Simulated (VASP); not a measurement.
# PtSe (Fm-3m) in VASP: single point with PBEsol

Aim: the single point of PtSe with PBEsol.

All numbers are computed with VASP 6.6.1; they aren't measurements. Logs are shortened: lines on timing, memory, paths and dates and some standing lists are left out, and cuts for length are marked.

## Step 1: The cell of the first run

It takes space group Fm-3m (No. 225, cubic). The conventional cell has a = 5.212 Å, b = 5.212 Å, c = 5.212 Å, α = 90.00°, β = 90.00°, γ = 90.00°. Within 3.4 Å of Pt (site symmetry m-3m) lie 6 Se at 2.61 Å. Se (site symmetry m-3m) has 6 Pt at 2.61 Å within 3.4 Å.

## Step 2: Single point, PBEsol, collinear spin

Contents of POSCAR:

```
PtSe
1.0
    0.0000000000      2.6058892385      2.6058892385
    2.6058892385      0.0000000000      2.6058892385
    2.6058892385      2.6058892385      0.0000000000
Pt Se
1 1
Direct
    0.5000000000      0.5000000000      0.5000000000
    0.0000000000      0.0000000000      0.0000000000
```

Contents of INCAR.step1:

```
SYSTEM = PtSe
ALGO = Normal ; EDIFF = 1E-6
ENCUT = 520 ; GGA = PS
ISIF = 2 ; ISMEAR = 0
ISPIN = 2 ; LASPH = .TRUE.
LCHARG = .TRUE. ; LMAXMIX = 4
LREAL = .FALSE. ; LWAVE = .FALSE.
MAGMOM = 0.05 0 ; NBANDS = 19
NELM = 150 ; PREC = Accurate
SIGMA = 0.05
```

Contents of KPOINTS.step1:

```
k-points
0
G
  10 10 10
  0 0 0
```

Contents of INCAR.step2:

```
SYSTEM = PtSe
ALGO = Normal ; EDIFF = 1E-6
ENCUT = 520 ; GGA = PS
ICHARG = 11 ; ISIF = 2
ISMEAR = -5 ; ISPIN = 2
LASPH = .TRUE. ; LCHARG = .FALSE.
LMAXMIX = 4 ; LORBIT = 10
LREAL = .FALSE. ; LWAVE = .FALSE.
MAGMOM = 0.05 0 ; NBANDS = 19
NEDOS = 2001 ; NELM = 150
PREC = Accurate ; SIGMA = 0.05
```

Contents of KPOINTS.step2:

```
k-points
0
G
  15 15 15
  0 0 0
```

Potentials or basis: VASP PAW PBE potentials, release 64 (Pt, Se).

On the command line:

```sh
> cat potpaw_PBE.64/Pt/POTCAR potpaw_PBE.64/Se/POTCAR > POTCAR
> cp INCAR.step1 INCAR
> cp KPOINTS.step1 KPOINTS
> mpirun -np 1 vasp_std > vasp.out
> cp INCAR.step2 INCAR
> cp KPOINTS.step2 KPOINTS
> mpirun -np 1 vasp_std > vasp.out
```

OUTCAR:

```text
SYSTEM = PtSe
   EDIFF = 1E-6
   ENCUT = 520
   GGA = PS
   ICHARG = 11
   ISIF = 2
   ISMEAR = -5
   ISPIN = 2
   LASPH = .TRUE.
   LORBIT = 10
   LREAL = .FALSE.
   NELM = 150
   PREC = Accurate

 ion  position               nearest neighbor table
   1  0.500  0.500  0.500-   2 2.61   2 2.61   2 2.61   2 2.61   2 2.61   2 2.61
   2  0.000  0.000  0.000-   1 2.61   1 2.61   1 2.61   1 2.61   1 2.61   1 2.61

  LATTYP: Found a face centered cubic cell.
 ALAT       =     5.2117784770

  Lattice vectors:

 A1 = (   0.0000000000,   2.6058892385,   2.6058892385)
 A2 = (   2.6058892385,   0.0000000000,   2.6058892385)
 A3 = (   2.6058892385,   2.6058892385,   0.0000000000)

Analysis of symmetry for initial positions (statically):
=====================================================================
 Subroutine PRICEL returns:
 Original cell was already a primitive cell.

 Routine SETGRP: Setting up the symmetry group for a
 face centered cubic supercell.

 Subroutine GETGRP returns: Found 48 space group operations
 (whereof 48 operations were pure point group operations)
 out of a pool of 48 trial point group operations.

The static configuration has the point symmetry O_h .

Analysis of symmetry for dynamics (positions and initial velocities):
=====================================================================
 Subroutine PRICEL returns:
 Original cell was already a primitive cell.

 Routine SETGRP: Setting up the symmetry group for a
 face centered cubic supercell.

 Subroutine GETGRP returns: Found 48 space group operations
 (whereof 48 operations were pure point group operations)
 out of a pool of 48 trial point group operations.

The dynamic configuration has the point symmetry O_h .

Analysis of structural, dynamic, and magnetic symmetry:
=====================================================================
 Subroutine PRICEL returns:
 Original cell was already a primitive cell.

 Routine SETGRP: Setting up the symmetry group for a
 face centered cubic supercell.

 Subroutine GETGRP returns: Found 48 space group operations
 (whereof 48 operations were pure point group operations)
 out of a pool of 48 trial point group operations.

The overall configuration has the point symmetry O_h .

 Subroutine INISYM returns: Found 48 space group operations
 (whereof 48 operations are pure point group operations),
 and found     1 'primitive' translations

[... 112 lines left out ...]
   EFERMI_NEDOS =   21; number of points for ismear=-14 and -15
   IALGO  =     38    algorithm
   IMIX   =      4    mixing-type and parameters
     AMIX     =   0.40;   BMIX     =  1.00
     AMIX_MAG =   1.60;   BMIX_MAG =  1.00
  volume/ion in A,a.u.               =      17.70       119.42
  Fermi-wavevector in a.u.,A,eV,Ry     =   1.256461  2.374366 21.479425  1.578693
  Thomas-Fermi vector in A             =   2.390167
   LORBIT       =     10    0 simple, 1 ext, 2 COOP (PROOUT), +10 PAW based schemes
   GGA     = PS    functional components
   LHFCALC =     F    Hartree Fock is set to
   AEXX    =    0.0000 exact exchange contribution
   IVDW    =     0    specifies the selected vdW correction
   LEPSILON=     F    determine dielectric tensor
   LRPA    =     F    only Hartree local field effects (RPA)
 spin polarized calculation
 Fermi weights with tetrahedron method with Bloechl corrections
  energy-cutoff  :      520.00
  volume of cell :       35.39
 maximum number of plane-waves:       966

 number of electron      15.9999999 magnetization       0.0000053

 Free energy of the ion-electron system (eV)
  ---------------------------------------------------
  ext. energy  EPLUGINS =         0.00000000
  ---------------------------------------------------
  free energy    TOTEN  =       -10.89379738 eV

  energy without entropy =      -10.89379738  energy(sigma->0) =      -10.89379738

 E-fermi :   7.9684     XC(G=0): -11.8616

 val. band max:        8.0316207159   @ k =  -0.4667   0.2667   0.0667
 cond. band min:       7.9816804759   @ k =  -0.3333   0.3333   0.1333
 fundamental gap:     -0.0499402401
 Fermi energy:         7.9683986874

 spin component 1

 k-point     1 :       0.0000    0.0000    0.0000
  band No.  band energies     occupation
      1      -7.6097      1.00000
      2       4.6273      1.00000
      3       4.6273      1.00000
      4       4.6273      1.00000
      5       4.6443      1.00000
      6       4.6443      1.00000
[... 517 lines left out ...]
     18      25.2185      0.00000
     19      26.2956      0.00000

 [... further k-points ...]

 spin component 2

 k-point     1 :       0.0000    0.0000    0.0000
  band No.  band energies     occupation
      1      -7.6097      1.00000
      2       4.6273      1.00000
      3       4.6273      1.00000
      4       4.6273      1.00000
      5       4.6443      1.00000
      6       4.6443      1.00000
[... 517 lines left out ...]
     18      25.2185      0.00000
     19      26.2955      0.00000

 [... further k-points ...]
[... 5 lines left out ...]
  --------------------------------------------------------------------------------------
  -------------------------------------------------------------------------------------
  Total       -0.1714129     -0.1714129     -0.1714129      0.0000000      0.0000000      0.0000000
  in kB       -7.7599025     -7.7599025     -7.7599025      0.0000000      0.0000000      0.0000000
  external PRESSURE =      -7.7599025 kB  Pullay stress =       0.0000000 kB

 VOLUME and BASIS-vectors are now :
 -----------------------------------------------------------------------------
  energy-cutoff  :      520.00
  volume of cell :       35.39
      direct lattice vectors                 reciprocal lattice vectors
     0.000000000  2.605889239  2.605889239    -0.191873082  0.191873082  0.191873082
     2.605889239  0.000000000  2.605889239     0.191873082 -0.191873082  0.191873082
     2.605889239  2.605889239  0.000000000     0.191873082  0.191873082 -0.191873082

 POSITION                                       TOTAL-FORCE (eV/Angst)
 -----------------------------------------------------------------------------------
      2.60589      2.60589      2.60589        -0.000000     -0.000000     -0.000000
      0.00000      0.00000      0.00000         0.000000      0.000000      0.000000
 -----------------------------------------------------------------------------------
    total drift:                                0.000000      0.000000      0.000000

  FREE ENERGIE OF THE ION-ELECTRON SYSTEM (eV)
  ---------------------------------------------------
  free  energy   TOTEN  =       -10.8937973815 eV

  energy  without entropy=      -10.8937973815  energy(sigma->0) =      -10.89379738

 total charge

# of ion       s       p       d       tot
------------------------------------------
    1        0.643   0.423   8.192   9.259
    2        1.471   2.189   0.114   3.773
--------------------------------------------------
tot          2.114   2.612   8.306  13.032

 magnetization (x)

# of ion       s       p       d       tot
------------------------------------------
    1        0.000  -0.000  -0.000  -0.000
    2        0.000  -0.000   0.000   0.000
--------------------------------------------------
tot          0.000  -0.000  -0.000  -0.000
```

Wall time 68 s (1 thread of Intel Xeon 6975P-C (Granite Rapids), shared host); peak memory 0.26 GiB.

What came out:

```yaml
Net_moment: 0.00 μB per cell
Valence_electrons_inside_the_program's_atomic_spheres: Pt 9.26; Se 3.77
```

Caveat: the PAW data sets were made with another functional, which shifts forces and pressure a little; spin-orbit coupling is left out, which moves the levels of the heavy elements; tetrahedron occupations give inexact forces and stress in metals.
